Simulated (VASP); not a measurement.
# PbO (kn) (P4/nmm) in VASP: single point with PBEsol

Aim: the single point of PbO (kn) with PBEsol.

Everything below comes from runs of VASP 6.6.1. Logs are shortened: lines on timing, memory, paths and dates and some standing lists are left out, and cuts for length are marked.

### 1 The cell of the first run

Symmetry: P4/nmm, No. 129, tetragonal system. The conventional cell has a = 3.988 Å, b = 3.988 Å, c = 5.085 Å, α = 90.00°, β = 90.00°, γ = 90.00°. Within 3.1 Å of Pb (site symmetry 4mm) lie 4 O at 2.32 Å. O (site symmetry -4m2) has 4 Pb at 2.32 Å and 4 O at 2.82 Å within 3.1 Å.

### 2 Single point, PBEsol

File INCAR:

```
PREC     = Accurate       # precision mode
ENCUT    = 520            # plane-wave cutoff, eV
EDIFF    = 1E-6           # SCF threshold, eV
ISMEAR   = 0              # smearing method
SIGMA    = 0.02           # smearing width, eV
LREAL    = F              # projectors in reciprocal space
LASPH    = T              # aspherical terms in the spheres
NELM     = 100            # most SCF steps
ALGO     = Normal         # electronic algorithm
ISIF     = 2              # what is computed and relaxed
LWAVE    = F              # write WAVECAR
LCHARG   = F              # write CHGCAR
GGA      = PS             # functional
NBANDS   = 28             # bands
```

File KPOINTS:

```
regular mesh
0
Gamma
  4 4 4
```

File POSCAR:

```
PbO
1.0
    3.9881544040      0.0000000000      0.0000000000
    0.0000000000      3.9881544040      0.0000000000
    0.0000000000      0.0000000000      5.0850250321
Pb O
2 2
Direct
    0.0000000000      0.5000000000      0.2329192982
    0.5000000000      0.0000000000      0.7670807018
    0.0000000000      0.0000000000      0.0000000000
    0.5000000000      0.5000000000      0.0000000000
```

Potentials or basis: VASP PAW PBE potentials, release 64 (Pb_d, O).

Command:

```console
$ cat potpaw_PBE.64/Pb_d/POTCAR potpaw_PBE.64/O/POTCAR > POTCAR
$ mpirun -np 1 vasp_std > vasp.out
```

OUTCAR:

```text
PREC = Accurate
   ENCUT = 520
   EDIFF = 1E-6
   ISMEAR = 0
   LREAL = F
   LASPH = T
   NELM = 100
   ISIF = 2
   GGA = PS

 ion  position               nearest neighbor table
   1  0.000  0.500  0.233-   3 2.32   4 2.32   3 2.32   4 2.32   2 3.68   2 3.68   2 3.68   2 3.68
                             2 3.92   2 3.92   2 3.92   2 3.92
   2  0.500  0.000  0.767-   3 2.32   4 2.32   4 2.32   3 2.32   1 3.68   1 3.68   1 3.68   1 3.68
                             1 3.92   1 3.92   1 3.92   1 3.92
   3  0.000  0.000  0.000-   1 2.32   2 2.32   1 2.32   2 2.32
   4  0.500  0.500  0.000-   1 2.32   2 2.32   2 2.32   1 2.32

  LATTYP: Found a simple tetragonal cell.
 ALAT       =     3.9881544040
 C/A-ratio  =     1.2750321369

  Lattice vectors:

 A1 = (   3.9881544040,   0.0000000000,   0.0000000000)
 A2 = (   0.0000000000,   3.9881544040,   0.0000000000)
 A3 = (   0.0000000000,   0.0000000000,   5.0850250321)

Analysis of symmetry for initial positions (statically):
=====================================================================
 Subroutine PRICEL returns:
 Original cell was already a primitive cell.

 Routine SETGRP: Setting up the symmetry group for a
 simple tetragonal supercell.

 Subroutine GETGRP returns: Found 16 space group operations
 (whereof  8 operations were pure point group operations)
 out of a pool of 16 trial point group operations.

The static configuration has the point symmetry D_2d.
 The point group associated with its full space group is D_4h.

Analysis of symmetry for dynamics (positions and initial velocities):
=====================================================================
 Subroutine PRICEL returns:
 Original cell was already a primitive cell.

 Routine SETGRP: Setting up the symmetry group for a
 simple tetragonal supercell.

 Subroutine GETGRP returns: Found 16 space group operations
 (whereof  8 operations were pure point group operations)
 out of a pool of 16 trial point group operations.

The dynamic configuration has the point symmetry D_2d.
 The point group associated with its full space group is D_4h.

 Subroutine INISYM returns: Found 16 space group operations
 (whereof  8 operations are pure point group operations),
 and found     1 'primitive' translations

----------------------------------------------------------------------------------------

                                     Primitive cell

  volume of cell :      80.8792

  direct lattice vectors                    reciprocal lattice vectors
     3.988154404  0.000000000  0.000000000     0.250742549  0.000000000  0.000000000
     0.000000000  3.988154404  0.000000000     0.000000000  0.250742549  0.000000000
     0.000000000  0.000000000  5.085025032     0.000000000  0.000000000  0.196655866

  length of vectors
     3.988154404  3.988154404  5.085025032     0.250742549  0.250742549  0.196655866

  position of ions in fractional coordinates (direct lattice)
     0.000000000  0.500000000  0.232919298
     0.500000000  0.000000000  0.767080702
     0.000000000  0.000000000  0.000000000
     0.500000000  0.500000000  0.000000000

  ion indices of the primitive-cell ions
   primitive index   ion index
                 1           1
                 2           2
                 3           3
                 4           4

----------------------------------------------------------------------------------------

 KPOINTS: regular mesh

Automatic generation of k-mesh.
 Grid dimensions read from file:
 generate k-points for:    4    4    4

 Generating k-lattice:

  Cartesian coordinates                     Fractional coordinates (reciprocal lattice)
     0.062685637  0.000000000  0.000000000     0.250000000  0.000000000  0.000000000
     0.000000000  0.062685637  0.000000000     0.000000000  0.250000000  0.000000000
     0.000000000  0.000000000  0.049163966     0.000000000  0.000000000  0.250000000

  Length of vectors
     0.062685637  0.062685637  0.049163966

  Shift w.r.t. Gamma in fractional coordinates (k-lattice)
     0.000000000  0.000000000  0.000000000

 Subroutine IBZKPT returns following result:
 ===========================================

 Found     18 irreducible k-points:

 Following reciprocal coordinates:
            Coordinates               Weight
  0.000000  0.000000  0.000000      1.000000
  0.250000  0.000000  0.000000      4.000000
  0.500000  0.000000  0.000000      2.000000
  0.250000  0.250000  0.000000      4.000000
  0.500000  0.250000  0.000000      4.000000
  0.500000  0.500000  0.000000      1.000000
[... 10 lines left out ...]
  0.500000  0.250000  0.500000      4.000000
  0.500000  0.500000  0.500000      1.000000
   k-points           NKPTS =     18   k-points in BZ     NKDIM =     18   number of bands    NBANDS=     28
   number of dos      NEDOS =    301   number of ions     NIONS =      4
   total plane-waves  NPLWV =  36000
   dimension x,y,z NGX =    30 NGY =   30 NGZ =   40
   dimension x,y,z NGXF=    60 NGYF=   60 NGZF=   80
   ions per type =               2   2
   NGX,Y,Z   is equivalent  to a cutoff of  12.51, 12.51, 13.08 a.u.
   NGXF,Y,Z  is equivalent  to a cutoff of  25.01, 25.01, 26.15 a.u.
 SYSTEM =  unknown system
   PREC   = accura    normal or accurate (medium, high low for compatibility)
   ISTART =      0    job   : 0-new  1-cont  2-samecut
   ICHARG =      2    charge: 1-file 2-atom 10-const
   ISPIN  =      1    spin polarized calculation?
   LNONCOLLINEAR =      F non collinear calculations
   LSORBIT =      F    spin-orbit coupling
   LASPH  =      T    aspherical Exc in radial PAW
   ENCUT  =  520.0 eV  38.22 Ry    6.18 a.u.   7.42  7.42  9.45*2*pi/ulx,y,z
   NELM   =    100;   NELMIN=  2; NELMDL= -5     # of ELM steps
   EDIFF  = 0.1E-05   stopping-criterion for ELM
   LREAL  =      F    real-space projection
   EDIFFG = 0.1E-04   stopping-criterion for IOM
   NSW    =      0    number of steps for IOM
   IBRION =     -1    ionic relax: 0-MD 1-quasi-New 2-CG
   NFREE  =      0    steps in history (QN), initial steepest desc. (CG)
   ISIF   =      2    stress and relaxation
   ISYM   =      2    0-nonsym 1-usesym 2-fastsym
   POTIM  = 0.5000    time-step for ionic-motion
   TEBEG  =    0.0;   TEEND  =   0.0 temperature during run
   PSTRESS=    0.0 pullay stress
   NELECT =      40.0000    total number of electrons
   NUPDOWN=      -1.0000    fix difference up-down
   EMIN   =  10.00;   EMAX   =-10.00  energy-range for DOS
   EFERMI =   0.00;   METHOD = LEGACY
   ISMEAR =     0;   SIGMA  =   0.02  broadening in eV -4-tet -1-fermi 0-gaus
   EFERMI_NEDOS =   21; number of points for ismear=-14 and -15
   IALGO  =     38    algorithm
   IMIX   =      4    mixing-type and parameters
     AMIX     =   0.40;   BMIX     =  1.00
     AMIX_MAG =   1.60;   BMIX_MAG =  1.00
  volume/ion in A,a.u.               =      20.22       136.45
  Fermi-wavevector in a.u.,A,eV,Ry     =   1.294640  2.446516 22.804640  1.676094
  Thomas-Fermi vector in A             =   2.426210
   LORBIT       =      0    0 simple, 1 ext, 2 COOP (PROOUT), +10 PAW based schemes
   GGA     = PS    functional components
   LHFCALC =     F    Hartree Fock is set to
   AEXX    =    0.0000 exact exchange contribution
   IVDW    =     0    specifies the selected vdW correction
   LEPSILON=     F    determine dielectric tensor
   LRPA    =     F    only Hartree local field effects (RPA)
 non-spin polarized calculation
 Gauss-broadening in eV      SIGMA  =   0.02
  energy-cutoff  :      520.00
  volume of cell :       80.88
 maximum number of plane-waves:      2215
 NGX is ok and might be reduce to    30
   NGX = 15   NGY = 15   NGZ = 19

 number of electron      39.9999997 magnetization

 Free energy of the ion-electron system (eV)
  ---------------------------------------------------
  ext. energy  EPLUGINS =         0.00000000
  ---------------------------------------------------
  free energy    TOTEN  =       -22.87008704 eV

  energy without entropy =      -22.87008704  energy(sigma->0) =      -22.87008704

 E-fermi :   4.9031     XC(G=0):  -9.9712

 val. band max:        4.7843851950   @ k =   0.0000   0.0000   0.0000
 cond. band min:       6.0414068237   @ k =   0.5000   0.5000   0.0000
 fundamental gap:      1.2570216288
 Fermi energy:         4.9030846620

 k-point     1 :       0.0000    0.0000    0.0000
  band No.  band energies     occupation
      1     -13.5048      2.00000
      2     -12.9605      2.00000
      3     -11.1318      2.00000
      4     -11.1318      2.00000
      5     -11.0672      2.00000
      6     -11.0543      2.00000
[... 20 lines left out ...]
     27      12.2758      0.00000
     28      12.8219      0.00000

 k-point     2 :       0.2500    0.0000    0.0000
  band No.  band energies     occupation
      1     -13.3817      2.00000
      2     -13.0067      2.00000
      3     -11.1054      2.00000
      4     -11.0958      2.00000
      5     -11.0233      2.00000
      6     -11.0202      2.00000
[... 20 lines left out ...]
     27      12.7812      0.00000
     28      15.6186      0.00000

 k-point     3 :       0.5000    0.0000    0.0000
  band No.  band energies     occupation
      1     -13.1597      2.00000
      2     -13.1597      2.00000
      3     -11.0473      2.00000
      4     -11.0473      2.00000
      5     -11.0308      2.00000
      6     -11.0308      2.00000
[... 20 lines left out ...]
     27      13.9622      0.00000
     28      13.9622      0.00000

 k-point     4 :       0.2500    0.2500    0.0000
  band No.  band energies     occupation
      1     -13.2930      2.00000
      2     -13.0364      2.00000
      3     -11.0895      2.00000
      4     -11.0436      2.00000
      5     -10.9991      2.00000
      6     -10.9956      2.00000
[... 392 lines left out ...]
     27      15.1413      0.00000
     28      15.7489      0.00000

 k-point    17 :       0.5000    0.2500    0.5000
  band No.  band energies     occupation
      1     -13.1442      2.00000
      2     -13.1442      2.00000
      3     -11.0515      2.00000
      4     -11.0515      2.00000
      5     -10.9898      2.00000
      6     -10.9898      2.00000
[... 20 lines left out ...]
     27      15.4114      0.00000
     28      15.4114      0.00000

 k-point    18 :       0.5000    0.5000    0.5000
  band No.  band energies     occupation
      1     -13.1254      2.00000
      2     -13.1254      2.00000
      3     -10.9992      2.00000
      4     -10.9992      2.00000
      5     -10.9575      2.00000
      6     -10.9575      2.00000
[... 20 lines left out ...]
     27      15.5754      0.00000
     28      15.5754      0.00000

------------------------ aborting loop because EDIFF is reached ----------------------------------------

  FORCE on cell =-STRESS in cart. coord.  units (eV):
  Direction    XX          YY          ZZ          XY          YZ          ZX
  --------------------------------------------------------------------------------------
  -------------------------------------------------------------------------------------
  Total        0.0462289      0.0462289      0.0555595      0.0000000      0.0000000      0.0000000
  in kB        0.9157717      0.9157717      1.1006069      0.0000000      0.0000000      0.0000000
  external PRESSURE =       0.9773834 kB  Pullay stress =       0.0000000 kB

 VOLUME and BASIS-vectors are now :
 -----------------------------------------------------------------------------
  energy-cutoff  :      520.00
  volume of cell :       80.88
      direct lattice vectors                 reciprocal lattice vectors
     3.988154404  0.000000000  0.000000000     0.250742549  0.000000000  0.000000000
     0.000000000  3.988154404  0.000000000     0.000000000  0.250742549  0.000000000
     0.000000000  0.000000000  5.085025032     0.000000000  0.000000000  0.196655866

 POSITION                                       TOTAL-FORCE (eV/Angst)
 -----------------------------------------------------------------------------------
      0.00000      1.99408      1.18440         0.000000      0.000000      0.039739
      1.99408      0.00000      3.90062         0.000000      0.000000     -0.039739
      0.00000      0.00000      0.00000         0.000000      0.000000     -0.000000
      1.99408      1.99408      0.00000         0.000000     -0.000000     -0.000000
 -----------------------------------------------------------------------------------
    total drift:                                0.000000      0.000000     -0.000000

  FREE ENERGIE OF THE ION-ELECTRON SYSTEM (eV)
  ---------------------------------------------------
  free  energy   TOTEN  =       -22.8700870442 eV

  energy  without entropy=      -22.8700870442  energy(sigma->0) =      -22.87008704
```

Wall time 47 s (1 thread of AMD EPYC 7R13, shared host); peak memory 0.16 GiB.

Results:

```yaml
Free_energy: -22.8701 eV
Pressure: 0.1 GPa
Largest_force: 0.040 eV/Å
Band_gap_on_the_k_mesh: 1.26 eV, indirect (least direct gap 2.24 eV)
```

Forces in eV/Å, atoms in the order of the input:
```
Pb   0.000  0.000  0.040
Pb   0.000  0.000 -0.040
O    0.000  0.000  0.000
O    0.000  0.000  0.000
```

Levels at points of the mesh, in eV from the valence-band top:
```csv
k point,band 16,band 17,band 18,band 19,band 20,band 21,band 22,band 23,band 24,band 25
"(0.00, 0.00, 0.00)",-4.27,-1.68,-1.65,-1.65,0.00,2.24,5.25,5.69,5.69,6.48
"(0.50, 0.00, 0.00)",-3.19,-3.00,-3.00,-1.61,-1.61,3.31,3.31,6.40,6.40,6.69
"(0.50, 0.50, 0.00)",-3.42,-1.63,-1.63,-1.02,-1.02,1.26,1.26,5.20,5.20,7.70
"(0.00, 0.00, 0.50)",-4.13,-1.71,-1.67,-1.67,-0.91,1.84,4.06,4.06,4.24,8.59
"(0.50, 0.00, 0.50)",-3.65,-2.97,-2.97,-0.97,-0.97,3.01,3.01,6.34,6.34,7.21
"(0.50, 0.50, 0.50)",-3.84,-2.18,-2.18,-1.02,-1.02,3.48,3.48,4.58,4.58,5.67
```

Caveat: the PAW data sets were made with another functional, which shifts forces and pressure a little; spin-orbit coupling is left out, which moves the levels of the heavy elements. A hybrid or GW would open this gap; PBEsol tends to underestimate it.
